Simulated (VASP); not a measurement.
# As (R-3m) in VASP: a series of runs

Runs on As. Level: PBEsol. Tasks: single point.

Program: VASP 6.6.1. These are calculated values, not measurements. Logs are shortened: lines on timing, memory, paths and dates and some standing lists are left out, and cuts for length are marked.

## (1) The cell of the first run

The structure is trigonal, space group R-3m (No. 166). The conventional cell has a = 3.384 Å, b = 3.384 Å, c = 10.457 Å, α = 90.00°, β = 90.00°, γ = 120.00°. Within 3.1 Å of As (site symmetry 3m) lie 6 As at 2.33 to 2.95 Å.

## (2) Single point, PBEsol (strain -0.1000 x Voigt [1, 1, 0, 0, 0, 0])

INCAR reads:

```
  PREC = Accurate
  ENCUT = 520
  EDIFF = 1E-7
  ISMEAR = 0
  SIGMA = 0.15
  LREAL = F
  LASPH = T
  NELM = 100
  ALGO = Normal
  ISIF = 2
  LWAVE = F
  LCHARG = T
  GGA = PS
  LELF = T
  LVHAR = T
  NBANDS = 12
```

KPOINTS reads:

```
regular mesh
0
Gamma
  18 18 18
```

POSCAR reads:

```
As
1.0
    1.6917745118      0.9767464698      3.4857700000
   -1.6917745118      0.9767464698      3.4857700000
    0.0000000000     -1.9534929395      3.4857700000
As
2
Direct
    0.2275400000      0.2275400000      0.2275400000
    0.7724600000      0.7724600000      0.7724600000
```

Potentials or basis: VASP PAW PBE potentials, release 64 (As).

Launch:

```
cat potpaw_PBE.64/As/POTCAR > POTCAR
mpirun -np 1 vasp_std > vasp.out
```

OUTCAR:

```text
PREC = Accurate
   ENCUT = 520
   EDIFF = 1E-7
   ISMEAR = 0
   LREAL = F
   LASPH = T
   NELM = 100
   ISIF = 2
   GGA = PS

 ion  position               nearest neighbor table
   1  0.228  0.228  0.228-   2 2.33   2 2.33   2 2.33
   2  0.772  0.772  0.772-   1 2.33   1 2.33   1 2.33

  LATTYP: Found a trigonal (rhomboedric) cell.
 ALAT       =     3.9958387302
 COS(alpha) =     0.6414918386

  Lattice vectors:

 A1 = (   1.6917745118,   0.9767464698,   3.4857700000)
 A2 = (  -1.6917745118,   0.9767464698,   3.4857700000)
 A3 = (   0.0000000000,  -1.9534929395,   3.4857700000)

Analysis of symmetry for initial positions (statically):
=====================================================================
 Subroutine PRICEL returns:
 Original cell was already a primitive cell.

 Routine SETGRP: Setting up the symmetry group for a
 trigonal (rhombohedral) supercell.

 Subroutine GETGRP returns: Found 12 space group operations
 (whereof 12 operations were pure point group operations)
 out of a pool of 12 trial point group operations.

The static configuration has the point symmetry D_3d.

Analysis of symmetry for dynamics (positions and initial velocities):
=====================================================================
 Subroutine PRICEL returns:
 Original cell was already a primitive cell.

 Routine SETGRP: Setting up the symmetry group for a
 trigonal (rhombohedral) supercell.

 Subroutine GETGRP returns: Found 12 space group operations
 (whereof 12 operations were pure point group operations)
 out of a pool of 12 trial point group operations.

The dynamic configuration has the point symmetry D_3d.

 Subroutine INISYM returns: Found 12 space group operations
 (whereof 12 operations are pure point group operations),
 and found     1 'primitive' translations

----------------------------------------------------------------------------------------

                                     Primitive cell

  volume of cell :      34.5600

  direct lattice vectors                    reciprocal lattice vectors
     1.691774512  0.976746470  3.485770000     0.295547661  0.170634522  0.095626887
    -1.691774512  0.976746470  3.485770000    -0.295547661  0.170634522  0.095626887
     0.000000000 -1.953492940  3.485770000     0.000000000 -0.341269043  0.095626887

  length of vectors
     3.995838730  3.995838730  3.995838730     0.354413687  0.354413687  0.354413687

  position of ions in fractional coordinates (direct lattice)
     0.227540000  0.227540000  0.227540000
     0.772460000  0.772460000  0.772460000

  ion indices of the primitive-cell ions
   primitive index   ion index
                 1           1
                 2           2

----------------------------------------------------------------------------------------

 KPOINTS: regular mesh

Automatic generation of k-mesh.
 Grid dimensions read from file:
 generate k-points for:   18   18   18

 Generating k-lattice:

  Cartesian coordinates                     Fractional coordinates (reciprocal lattice)
     0.016419315  0.009479696  0.005312605     0.055555556 -0.000000000 -0.000000000
    -0.016419315  0.009479696  0.005312605    -0.000000000  0.055555556 -0.000000000
     0.000000000 -0.018959391  0.005312605     0.000000000  0.000000000  0.055555556

  Length of vectors
     0.019689649  0.019689649  0.019689649

  Shift w.r.t. Gamma in fractional coordinates (k-lattice)
     0.000000000  0.000000000  0.000000000

 Subroutine IBZKPT returns following result:
 ===========================================

 Found    580 irreducible k-points:

 Following reciprocal coordinates:
            Coordinates               Weight
  0.000000  0.000000  0.000000      1.000000
  0.055556  0.000000  0.000000      6.000000
  0.111111  0.000000  0.000000      6.000000
  0.166667  0.000000  0.000000      6.000000
  0.222222  0.000000  0.000000      6.000000
  0.277778  0.000000 -0.000000      6.000000
[... 16 lines left out ...]
 -0.277778  0.055556  0.000000     12.000000
 -0.222222  0.055556 -0.000000     12.000000
 [... further k-points ...]
   k-points           NKPTS =    580   k-points in BZ     NKDIM =    580   number of bands    NBANDS=     12
   number of dos      NEDOS =    301   number of ions     NIONS =      2
   total plane-waves  NPLWV =  27000
   dimension x,y,z NGX =    30 NGY =   30 NGZ =   30
   dimension x,y,z NGXF=    60 NGYF=   60 NGZF=   60
   ions per type =               2
   NGX,Y,Z   is equivalent  to a cutoff of  12.48, 12.48, 12.48 a.u.
   NGXF,Y,Z  is equivalent  to a cutoff of  24.96, 24.96, 24.96 a.u.
 SYSTEM =  unknown system
   PREC   = accura    normal or accurate (medium, high low for compatibility)
   ISTART =      0    job   : 0-new  1-cont  2-samecut
   ICHARG =      2    charge: 1-file 2-atom 10-const
   ISPIN  =      1    spin polarized calculation?
   LNONCOLLINEAR =      F non collinear calculations
   LSORBIT =      F    spin-orbit coupling
   LASPH  =      T    aspherical Exc in radial PAW
   ENCUT  =  520.0 eV  38.22 Ry    6.18 a.u.   7.43  7.43  7.43*2*pi/ulx,y,z
   NELM   =    100;   NELMIN=  2; NELMDL= -5     # of ELM steps
   EDIFF  = 0.1E-06   stopping-criterion for ELM
   LREAL  =      F    real-space projection
   EDIFFG = 0.1E-05   stopping-criterion for IOM
   NSW    =      0    number of steps for IOM
   IBRION =     -1    ionic relax: 0-MD 1-quasi-New 2-CG
   NFREE  =      0    steps in history (QN), initial steepest desc. (CG)
   ISIF   =      2    stress and relaxation
   ISYM   =      2    0-nonsym 1-usesym 2-fastsym
   POTIM  = 0.5000    time-step for ionic-motion
   TEBEG  =    0.0;   TEEND  =   0.0 temperature during run
   PSTRESS=    0.0 pullay stress
   NELECT =      10.0000    total number of electrons
   NUPDOWN=      -1.0000    fix difference up-down
   EMIN   =  10.00;   EMAX   =-10.00  energy-range for DOS
   EFERMI =   0.00;   METHOD = LEGACY
   ISMEAR =     0;   SIGMA  =   0.15  broadening in eV -4-tet -1-fermi 0-gaus
   EFERMI_NEDOS =   21; number of points for ismear=-14 and -15
   IALGO  =     38    algorithm
   IMIX   =      4    mixing-type and parameters
     AMIX     =   0.40;   BMIX     =  1.00
     AMIX_MAG =   1.60;   BMIX_MAG =  1.00
  volume/ion in A,a.u.               =      17.28       116.61
  Fermi-wavevector in a.u.,A,eV,Ry     =   1.082805  2.046204 15.952363  1.172466
  Thomas-Fermi vector in A             =   2.218855
   LORBIT       =      0    0 simple, 1 ext, 2 COOP (PROOUT), +10 PAW based schemes
   GGA     = PS    functional components
   LHFCALC =     F    Hartree Fock is set to
   AEXX    =    0.0000 exact exchange contribution
   IVDW    =     0    specifies the selected vdW correction
   LEPSILON=     F    determine dielectric tensor
   LRPA    =     F    only Hartree local field effects (RPA)
 non-spin polarized calculation
 Gauss-broadening in eV      SIGMA  =   0.15
  energy-cutoff  :      520.00
  volume of cell :       34.56
 maximum number of plane-waves:       949
 NGX is ok and might be reduce to    30
   NGX = 15   NGY = 15   NGZ = 15

 number of electron      10.0000000 magnetization

 number of electron       9.9999999 magnetization

 Free energy of the ion-electron system (eV)
  ---------------------------------------------------
  ext. energy  EPLUGINS =         0.00000000
  ---------------------------------------------------
  free energy    TOTEN  =        -9.50886771 eV

  energy without entropy =       -9.50350407  energy(sigma->0) =       -9.50618589

 E-fermi :   7.9778     XC(G=0): -11.0743

 val. band max:        7.9765780393   @ k =   0.4444   0.1667   0.1667
 cond. band min:       7.9864896462   @ k =   0.3889   0.1111   0.1111
 fundamental gap:      0.0099116069
 Fermi energy:         7.9777567066

 k-point     1 :       0.0000    0.0000    0.0000
  band No.  band energies     occupation
      1      -9.3464      2.00000
      2       2.5857      2.00000
      3       3.6996      2.00000
      4       6.2288      2.00000
      5       6.2288      2.00000
      6      10.2664      0.00000
      7      11.4370      0.00000
      8      11.4370      0.00000
      9      15.3903      0.00000
     10      15.3903      0.00000
     11      15.9820      0.00000
     12      16.9247      0.00000

 k-point     2 :       0.0556    0.0000    0.0000
  band No.  band energies     occupation
      1      -9.2926      2.00000
      2       2.4066      2.00000
      3       3.8405      2.00000
      4       5.9239      2.00000
      5       6.1589      2.00000
      6      10.5435      0.00000
      7      11.3285      0.00000
      8      11.4330      0.00000
      9      14.7840      0.00000
     10      15.2329      0.00000
     11      15.4376      0.00000
     12      17.4815      0.00000

 k-point     3 :       0.1111    0.0000    0.0000
  band No.  band energies     occupation
      1      -9.1312      2.00000
      2       1.9605      2.00000
      3       4.0697      2.00000
      4       5.3815      2.00000
      5       5.9714      2.00000
      6      10.6375      0.00000
      7      11.3544      0.00000
      8      11.3925      0.00000
      9      13.9652      0.00000
     10      14.8011      0.00000
     11      15.1383      0.00000
     12      18.6036      0.00000
[... 286 lines left out ...]
 k-point    23 :      -0.2778    0.0556    0.0000
  band No.  band energies     occupation
      1      -7.7477      2.00000
      2      -1.0933      2.00000
      3       4.0380      2.00000
      4       4.5504      2.00000
      5       6.0381      2.00000
      6       8.3741      0.00019
      7       9.4112      0.00000
      8      10.6142      0.00000
      9      13.7946      0.00000
     10      16.4236      0.00000
     11      18.6547      0.00000
     12      21.2507      0.00000

 k-point    24 :      -0.2222    0.0556   -0.0000
  band No.  band energies     occupation
      1      -8.2628      2.00000
      2      -0.0013      2.00000
      3       4.0638      2.00000
      4       4.7507      2.00000
      5       5.6463      2.00000
      6       9.1032      0.00000
      7       9.9764      0.00000
      8      10.9317      0.00000
      9      13.7804      0.00000
     10      15.3797      0.00000
     11      17.3758      0.00000
     12      20.8173      0.00000

 [... further k-points ...]
[... 5 lines left out ...]
  --------------------------------------------------------------------------------------
  -------------------------------------------------------------------------------------
  Total        6.7082583      6.7082583      4.9735589     -0.0000000      0.0000000      0.0000000
  in kB      310.9897356    310.9897356    230.5703959     -0.0000000      0.0000000      0.0000000
  external PRESSURE =     284.1832890 kB  Pullay stress =       0.0000000 kB

 VOLUME and BASIS-vectors are now :
 -----------------------------------------------------------------------------
  energy-cutoff  :      520.00
  volume of cell :       34.56
      direct lattice vectors                 reciprocal lattice vectors
     1.691774512  0.976746470  3.485770000     0.295547661  0.170634522  0.095626887
    -1.691774512  0.976746470  3.485770000    -0.295547661  0.170634522  0.095626887
     0.000000000 -1.953492940  3.485770000     0.000000000 -0.341269043  0.095626887

 POSITION                                       TOTAL-FORCE (eV/Angst)
 -----------------------------------------------------------------------------------
      0.00000      0.00000      2.37946         0.000000      0.000000      2.364943
      0.00000      0.00000      8.07785         0.000000     -0.000000     -2.364943
 -----------------------------------------------------------------------------------
    total drift:                               -0.000000      0.000000     -0.000000

  FREE ENERGIE OF THE ION-ELECTRON SYSTEM (eV)
  ---------------------------------------------------
  free  energy   TOTEN  =        -9.5088677068 eV

  energy  without entropy=       -9.5035040690  energy(sigma->0) =       -9.50618589
```

Wall time 2.1 min (1 thread of Intel Xeon 6975P-C (Granite Rapids), shared host); peak memory 0.33 GiB.

What came out:

- Free energy: -9.5089 eV
- Pressure: 28.4 GPa
- Largest force: 2.365 eV/Å
- Band gap on the k mesh: zero (band 5 reaches 9.36 eV, above the bottom of band 6 at 7.16 eV)

Forces on the atoms (eV/Å):
```
As   0.000  0.000  2.365
As   0.000  0.000 -2.365
```

Stress tensor (GPa, compression positive):
```
31.10  0.00  0.00
 0.00 31.10  0.00
 0.00  0.00 23.06
```

Levels at points of the mesh, in eV from the Fermi level:
```
           k point  band 2  band 3  band 4  band 5  band 6  band 7  band 8  band 9
(0.00, 0.00, 0.00)   -5.39   -4.28   -1.75   -1.75    2.29    3.46    3.46    7.41
(0.50, 0.00, 0.00)  -12.23   -4.07   -3.31   -0.89   -0.26   -0.09    1.53    7.77
(0.50, 0.50, 0.00)  -10.67   -7.01   -5.70   -4.63    0.85    6.41    7.81    8.00
(0.50, 0.50, 0.50)  -11.58   -1.48   -1.48    1.26    1.30    1.30    3.20    7.92
```

Caveat: the cell differs from its parent crystal (strain -0.1000 x Voigt [1, 1, 0, 0, 0, 0]); the PAW data sets were made with another functional, which shifts forces and pressure a little.

## (3) Single point, PBEsol (strain -0.0750 x Voigt [1, 1, 0, 0, 0, 0])

INCAR reads:

```
PREC     = Accurate       # precision mode
ENCUT    = 520            # plane-wave cutoff, eV
EDIFF    = 1E-6           # SCF threshold, eV
ISMEAR   = 0              # smearing method
SIGMA    = 0.15           # smearing width, eV
LREAL    = F              # projectors in reciprocal space
LASPH    = T              # aspherical terms in the spheres
NELM     = 60             # most SCF steps
ALGO     = Normal         # electronic algorithm
ISIF     = 2              # what is computed and relaxed
LWAVE    = F              # write WAVECAR
LCHARG   = F              # write CHGCAR
GGA      = PS             # functional
NBANDS   = 12             # bands
```

KPOINTS reads:

```
Automatic mesh
0
Gamma
  18 18 18
```

POSCAR reads:

```
As
1.0
    1.7387682482      1.0038783162      3.4857700000
   -1.7387682482      1.0038783162      3.4857700000
    0.0000000000     -2.0077566323      3.4857700000
As
2
Direct
    0.2275400000      0.2275400000      0.2275400000
    0.7724600000      0.7724600000      0.7724600000
```

Potentials or basis: VASP PAW PBE potentials, release 64 (As).

Launch:

```
cat potpaw_PBE.64/As/POTCAR > POTCAR
mpirun -np 1 vasp_std > vasp.out
```

Run time: 1.8 min. Hardware: 1 thread of Intel Xeon 6975P-C (Granite Rapids), shared host; peak memory 0.34 GiB.

It converged, with:

* Free energy: -9.8236 eV
* Pressure: 19.0 GPa
* Largest force: 1.668 eV/Å
* Band gap on the k mesh: zero (band 5 reaches 8.23 eV, above the bottom of band 6 at 6.77 eV)

Forces on the atoms (eV/Å):
```
As   0.000  0.000  1.668
As   0.000  0.000 -1.668
```

Stress tensor (GPa, compression positive):
```
21.07  0.00  0.00
 0.00 21.07  0.00
 0.00  0.00 14.78
```

Levels at points of the mesh, in eV from the Fermi level:
| k point | band 3 | band 4 | band 5 | band 6 | band 7 | band 8 |
| --- | --- | --- | --- | --- | --- | --- |
| (0.00, 0.00, 0.00) | -3.86 | -1.94 | -1.94 | 1.94 | 3.23 | 3.23 |
| (0.50, 0.00, 0.00) | -3.78 | -3.26 | -0.66 | -0.35 | -0.26 | 1.36 |
| (0.50, 0.50, 0.00) | -6.88 | -5.40 | -4.61 | 0.91 | 6.11 | 7.50 |
| (0.50, 0.50, 0.50) | -1.67 | -1.67 | 0.60 | 1.03 | 1.03 | 2.74 |

Caveat: the cell differs from its parent crystal (strain -0.0750 x Voigt [1, 1, 0, 0, 0, 0]); the PAW data sets were made with another functional, which shifts forces and pressure a little.

## (4) Single point, PBEsol (strain +0.1000 x Voigt [1, 1, 0, 0, 0, 0])

INCAR reads:

```
ALGO = Normal ; EDIFF = 1E-6
ENCUT = 520 ; GGA = PS
ISIF = 2 ; ISMEAR = 0
LASPH = True ; LCHARG = False
LREAL = False ; LWAVE = False
NBANDS = 12 ; NELM = 80
PREC = Accurate ; SIGMA = 0.15
```

KPOINTS reads:

```
k-points
0
Gamma
  18 18 18
```

POSCAR reads:

```
As
1.0
    2.0677244033      1.1938012408      3.4857700000
   -2.0677244033      1.1938012408      3.4857700000
    0.0000000000     -2.3876024817      3.4857700000
As
2
Direct
    0.2275400000      0.2275400000      0.2275400000
    0.7724600000      0.7724600000      0.7724600000
```

Launch:

```
cat potpaw_PBE.64/As/POTCAR > POTCAR
mpirun -np 1 vasp_std > vasp.out
```

It took 64 s on 1 thread of Intel Xeon 6975P-C (Granite Rapids), shared host; peak memory 0.42 GiB.

It converged, with:

```
Free energy            : -9.8002 eV
Pressure               : -10.6 GPa
Largest force          : 0.482 eV/Å
Band gap on the k mesh : zero (band 5 reaches 3.25 eV, above the bottom of band 6 at 3.08 eV)
```

Forces in eV/Å, atoms in the order of the input:
```
As   0.000  0.000 -0.482
As   0.000  0.000  0.482
```

Stress tensor (GPa, compression positive):
```
-12.89   0.00   0.00
  0.00 -12.89   0.00
  0.00   0.00  -6.06
```

Levels at points of the mesh, in eV from the Fermi level:
```
           k point  band 3  band 4  band 5  band 6  band 7  band 8
(0.00, 0.00, 0.00)   -1.69   -1.69   -1.14    1.94    2.89    2.89
(0.50, 0.00, 0.00)   -1.96   -1.48   -0.26   -0.14    1.11    1.35
(0.50, 0.50, 0.00)   -4.84   -3.38   -2.92    2.11    4.87    6.04
(0.50, 0.50, 0.50)   -1.41   -1.41   -1.27    0.62    0.62    1.13
```

Caveat: the cell differs from its parent crystal (strain +0.1000 x Voigt [1, 1, 0, 0, 0, 0]); the PAW data sets were made with another functional, which shifts forces and pressure a little.

## (5) Single point, PBEsol (strain -0.0500 x Voigt [1, 1, 0, 0, 0, 0])

INCAR reads:

```
SYSTEM = As
ALGO = Normal
EDIFF = 1E-6
ENCUT = 520
GGA = PS
ISIF = 2
ISMEAR = 0
LASPH = .TRUE.
LCHARG = .TRUE.
LELF = .TRUE.
LREAL = .FALSE.
LVHAR = .TRUE.
LWAVE = .FALSE.
NBANDS = 12
NELM = 80
PREC = Accurate
SIGMA = 0.15
```

KPOINTS reads:

```
k-points
0
G
  18 18 18
  0 0 0
```

POSCAR reads:

```
As
1.0
    1.7857619846      1.0310101625      3.4857700000
   -1.7857619846      1.0310101625      3.4857700000
    0.0000000000     -2.0620203251      3.4857700000
As
2
Direct
    0.2275400000      0.2275400000      0.2275400000
    0.7724600000      0.7724600000      0.7724600000
```

Launch:

```
cat potpaw_PBE.64/As/POTCAR > POTCAR
mpirun -np 1 vasp_std > vasp.out
```

It took 98 s on 1 thread of Intel Xeon 6975P-C (Granite Rapids), shared host; peak memory 0.35 GiB.

Results (log left out):

* Free energy: -10.0333 eV
* Pressure: 11.4 GPa
* Largest force: 1.095 eV/Å
* Band gap on the k mesh: zero (band 5 reaches 7.31 eV, above the bottom of band 6 at 6.36 eV)

Forces in eV/Å, atoms in the order of the input:
```
As   0.000  0.000  1.095
As   0.000  0.000 -1.095
```

Stress tensor (GPa, compression positive):
```
12.90  0.00  0.00
 0.00 12.90  0.00
 0.00  0.00  8.48
```

Levels at points of the mesh, in eV from the Fermi level:
```tsv
k point	band 3	band 4	band 5	band 6	band 7	band 8
(0.00, 0.00, 0.00)	-3.46	-2.07	-2.07	1.72	3.03	3.03
(0.50, 0.00, 0.00)	-3.50	-3.19	-0.49	-0.39	-0.36	1.22
(0.50, 0.50, 0.00)	-6.72	-5.10	-4.55	1.00	5.82	7.20
(0.50, 0.50, 0.50)	-1.80	-1.80	0.03	0.80	0.80	2.32
```

Caveat: the cell differs from its parent crystal (strain -0.0500 x Voigt [1, 1, 0, 0, 0, 0]); the PAW data sets were made with another functional, which shifts forces and pressure a little.

(Continued in part 2 of 2.)
